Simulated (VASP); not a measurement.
## NaF: single point with PBE-based global hybrid with 10 % exact exchange

NaF:

```
CELL_PARAMETERS angstrom
2.79349 0.00000 0.00000
0.00000 2.79349 0.00000
0.00000 0.00000 2.79349
ATOMIC_POSITIONS crystal
Na 0.00000 0.00000 0.00000
F 0.50000 0.50000 0.50000
```

| Item | Value |
| --- | --- |
| Program | VASP 6.6.1 |
| Task | single point |
| Functional | PBE-based global hybrid with 10 % exact exchange |
| Potentials or basis | VASP PAW PBE potentials, release 64 (Na_pv, F) |
| Cutoff | 520 eV |
| k mesh | 4 × 4 × 4 |
| Occupations | gaussian, width 0.01 eV |
| Spin | no spin polarisation |
| Dipole correction | no |
| Grid for exact exchange (PRECFOCK) | Normal |
| Share of exact exchange | 0.1 |
| Further INCAR settings | ALGO = Normal; EDIFF = 1e-07; NBANDS = 14 |

```
Pressure               : 3.2 GPa
Band gap on the k mesh : 7.29 eV (least direct gap 7.63 eV)
```

Levels at points of the mesh, in eV from the valence-band top:
| k point | band 4 | band 5 | band 6 | band 7 | band 8 | band 9 | band 10 | band 11 |
| --- | --- | --- | --- | --- | --- | --- | --- | --- |
| (0.00, 0.00, 0.00) | -20.54 | -0.34 | -0.34 | -0.34 | 7.29 | 17.01 | 17.01 | 25.44 |
| (0.50, 0.00, 0.00) | -19.65 | -2.71 | -0.22 | -0.22 | 12.10 | 13.17 | 21.25 | 22.47 |
| (0.50, 0.50, 0.00) | -19.98 | -1.93 | -1.93 | 0.00 | 13.20 | 16.62 | 16.62 | 16.93 |
| (0.50, 0.50, 0.50) | -19.74 | -1.70 | -1.70 | -1.70 | 15.67 | 15.67 | 15.67 | 20.85 |

Run time: 64 s on 1 thread of Intel(R) Xeon(R) Platinum 8259CL CPU @ 2.50GHz (Skylake/Cascade Lake) (shared host), peak memory 0.13 GiB.

Caveat: the k points lie up to 0.56 Å⁻¹ apart; the PAW data sets were made with another functional, which shifts forces and pressure a little. A k mesh can miss the band edges.
